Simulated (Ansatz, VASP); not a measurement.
# BaS in VASP and in Ansatz

The input POSCAR:

```
BaS
1.0
    0.0000000000      3.5194117709      3.5194117709
    3.6126761828      0.0000000000      3.5194117709
    3.6126761828      3.5194117709      0.0000000000
Ba S
1 1
Direct
    0.0000000000      0.0000000000      0.0000000000
    0.2500000000      0.2500000000      0.2500000000
```

INCAR.step1

```
SYSTEM = BaS
ALGO = Normal
EDIFF = 1E-5
ENCUT = 520
GGA = PE
ISIF = 2
ISMEAR = 0
LASPH = .TRUE.
LCHARG = .FALSE.
LREAL = .FALSE.
LWAVE = .TRUE.
NBANDS = 15
NELM = 80
PREC = Accurate
SIGMA = 0.01
```

Contents of INCAR.step2:

```
SYSTEM = BaS
ALGO = Normal
EDIFF = 1E-6
ENCUT = 520
GGA = PE
HFSCREEN = 0.2079
ISIF = 2
ISMEAR = 0
ISTART = 1
LASPH = .TRUE.
LCHARG = .FALSE.
LHFCALC = .TRUE.
LREAL = .FALSE.
LWAVE = .FALSE.
NBANDS = 15
NELM = 80
PREC = Accurate
PRECFOCK = Normal
SIGMA = 0.01
```

The input KPOINTS:

```
k-points
0
G
  4 4 4
  0 0 0
```

Input for Ansatz:

```yaml
crystal:
  lattice:
    - [0.0, 3.5194117709, 3.5194117709]
    - [3.6126761828, 0.0, 3.5194117709]
    - [3.6126761828, 3.5194117709, 0.0]
  atoms:
    - { symbol: Ba, position: [0.0, 0.0, 0.0] }
    - { symbol: S, position: [0.25, 0.25, 0.25] }
kpoints:
  mp_grid: { grid: [4, 4, 4] }
  band_path:
    path:
      - [0.0, 0.0, 0.0]
      - [-0.5, -0.5, 0.0]
      - [-0.375, -0.375, 0.25]
      - [-0.375, 0.0, 0.375]
      - [0.0, 0.0, 0.5]
      - [-0.5, -0.25, 0.25]
      - [0.21875, -0.5, -0.28125]
    npoints: 1
hamiltonian:
  xc: hse06
scf:
  occupations: { method: fixed }
  n_extra_bands: 4
output:
  forces: true
  stress: true
  eigenvalues: true
```

Change from the starting cell: uniaxial_x strain +2.6%.

Alike in both runs: task single point; functional HSE06; k mesh 4 × 4 × 4; no spin polarisation.

```csv
,VASP,Ansatz
version,VASP 6.6.1,Ansatz 0.2.0
potentials or method,"VASP PAW PBE potentials, release 64 (Ba_sv, S)","plane waves, PAW"
plane-wave cutoff (eV),520,420
occupations,"gaussian, width 0.01 eV",fixed
valence electrons in the cell,16,16
```

|  | VASP | Ansatz | Ansatz less VASP |
| --- | --- | --- | --- |
| gap on the k mesh at the Fermi level (eV) | 3.59 | 3.59 | -0.002 |
| pressure (GPa) | -0.6 | -0.9 | -0.35 |
| traceless stress, the component that is largest in VASP (GPa) | -0.10 | -0.11 | -0.008 |

Ansatz's warnings: stress exchange threshold loose, stress scf threshold loose.

Spin-orbit coupling is off throughout.
